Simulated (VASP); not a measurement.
Set up this calculation in VASP 6.6.1, as the native input.

| Quantity | Value |
| --- | --- |
| Task | single point |
| Functional | PBE |
| Potentials or basis | VASP PAW PBE potentials, release 64 (Ga_d, P) |
| Cutoff | 520 eV |
| k mesh | 10 × 10 × 10 |
| Occupations | gaussian, width 0.05 eV |
| Spin | no spin polarisation |
| Dipole correction | no |
| Further INCAR settings | ALGO = Normal; EDIFF = 1e-07; NBANDS = 16 |

The structure of GaP lies in POSCAR:

```
GaP
1.0
    0.0000000000      2.5902363100      3.1082835720
    2.5902363100      0.0000000000      3.1082835720
    2.5902363100      2.5902363100      0.0000000000
Ga P
1 1
Direct
    0.0000000000      0.0000000000      0.0000000000
    0.7500000000      0.7500000000      0.7500000000
```

This cell differs from its parent crystal: ratio of the length along z to the lengths across it x 1.2, volume and fractional coordinates fixed.

One way to write it, as run:

INCAR

```
SYSTEM = GaP
ALGO = Normal
EDIFF = 1E-7
ENCUT = 520
GGA = PE
ISIF = 2
ISMEAR = 0
LASPH = .True.
LCHARG = .True.
LELF = .True.
LREAL = .False.
LVHAR = .True.
LWAVE = .False.
NBANDS = 16
NELM = 100
PREC = Accurate
SIGMA = 0.05
```

KPOINTS

```
k-points
0
Gamma
  10 10 10
  0 0 0
```

Potentials or basis: VASP PAW PBE potentials, release 64 (Ga_d, P).

Launch:

```bash
$ cat potpaw_PBE.64/Ga_d/POTCAR potpaw_PBE.64/P/POTCAR > POTCAR
$ mpirun -np 1 vasp_std > vasp.out
```

It gave:

```yaml
Pressure: -0.3 GPa
Band_gap_on_the_k_mesh: 0.52 eV, indirect (least direct gap 0.77 eV)
```

It took 64 s on 1 thread of Intel(R) Xeon(R) Platinum 8259CL CPU @ 2.50GHz (Skylake/Cascade Lake), on a shared host, peak memory 0.21 GiB.
